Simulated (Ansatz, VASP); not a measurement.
# Two plane-wave programs on Cd3Ga2O

File INCAR:

```
SYSTEM = Cd3Ga2O
PREC = Accurate ; ENCUT = 700
EDIFF = 1E-6 ; ISMEAR = 0
SIGMA = 0.1 ; LREAL = .FALSE.
LASPH = .TRUE. ; NELM = 120
ALGO = Normal ; ISIF = 2
LWAVE = .FALSE. ; LCHARG = .FALSE.
GGA = PE ; NBANDS = 55
GGA_COMPAT = .FALSE.
```

File KPOINTS:

```
regular mesh
0
G
  6 6 2
  0 0 0
```

The input POSCAR:

```
Cd3Ga2O
1.0
    4.1163043200      0.0000000000      0.0000000000
   -2.0581521600      3.5648241100      0.0000000000
    0.0000000000      0.0000000000      7.6936687000
Cd Ga O
3 2 1
Direct
    0.0000000000      0.0000000000      0.5000000000
    0.3333333300      0.6666666700      0.0000000000
    0.3333333300      0.6666666700      0.5000000000
    0.6666666700      0.3333333300      0.2354539900
    0.6666666700      0.3333333300      0.7645460100
    0.0000000000      0.0000000000      0.0000000000
```

Input for Ansatz:

```yaml
crystal:
  lattice:
    - [4.11630432, 0.0, 0.0]
    - [-2.05815216, 3.56482411, 0.0]
    - [0.0, 0.0, 7.6936687]
  atoms:
    - { symbol: Cd, position: [0.0, 0.0, 0.5] }
    - { symbol: Cd, position: [0.33333333, 0.66666667, 0.0] }
    - { symbol: Cd, position: [0.33333333, 0.66666667, 0.5] }
    - { symbol: Ga, position: [0.66666667, 0.33333333, 0.23545399] }
    - { symbol: Ga, position: [0.66666667, 0.33333333, 0.76454601] }
    - { symbol: O, position: [0.0, 0.0, 0.0] }
basis:
  ecutwfc: 420
kpoints:
  mp_grid: { grid: [6, 6, 2] }
hamiltonian:
  xc: pbe
scf:
  occupations: { method: gaussian, width: 0.1 }
  lower_state_search: "off"
output:
  forces: true
  stress: true
  eigenvalues: true
```

Change from the starting cell: species swapped into the Ce2NiGe3 type (P-6m2, No. 187).

Alike in both runs: task single point; functional PBE; k mesh 6 × 6 × 2; occupations gaussian, width 0.1 eV; no spin polarisation.

```csv
,VASP,Ansatz
version,VASP 6.6.1,Ansatz 0.2.0
potentials or method,"VASP PAW PBE potentials, release 64 (Cd_sv_GW, Ga_d, O), cutoff 700 eV","scalar-relativistic, plane waves, PAW"
valence electrons in the cell,92,92
```

|  | VASP | Ansatz | Ansatz less VASP |
| --- | --- | --- | --- |
| gap on the k mesh at the Fermi level (eV) | none | none | - |
| pressure (GPa) | 12.5 | 12.5 | 0.00 |
| traceless stress, the component that is largest in VASP (GPa) | -9.36 | -9.31 | +0.054 |

A gap of «none» marks a metal or a gap that the smearing closes.

The k mesh is coarse, so the values compare programs but aren't converged.
